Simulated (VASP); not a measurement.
A run of VASP 6.6.1:

File INCAR:

```
SYSTEM = Bi
  PREC = Accurate
  ENCUT = 520
  EDIFF = 1E-6
  ISMEAR = -1
  SIGMA = 0.1
  LREAL = .False.
  LASPH = .True.
  NELM = 60
  ALGO = Normal
  ISIF = 2
  LWAVE = .False.
  LCHARG = .False.
  GGA = RE
  NBANDS = 22
```

KPOINTS

```
Automatic mesh
0
Gamma
  14 14 14
  0 0 0
```

POSCAR

```
Bi
1.0
    2.3894883616      1.3795717488      4.3242612829
   -2.3894883616      1.3795717488      4.3242612829
    0.0000000000     -2.7591434977      4.3242612829
Bi
2
Direct
    0.2318384145      0.2318384145      0.2318384145
    0.7681615855      0.7681615855      0.7681615855
```

Potentials or basis: VASP PAW PBE potentials, release 64 (Bi_d).

The run is started by

```bash
$ cat potpaw_PBE.64/Bi_d/POTCAR > POTCAR
$ mpirun -np 1 vasp_std > vasp.out
```

Hardware: 1 thread of Oxide Virtual Turin-like Processor (shared host).

Q: How long does it take, and how much memory?

A: Wall time 14 min on 1 thread of Oxide Virtual Turin-like Processor (shared host), peak memory 0.51 GiB. Counts: scf iterations 12, k points 288.
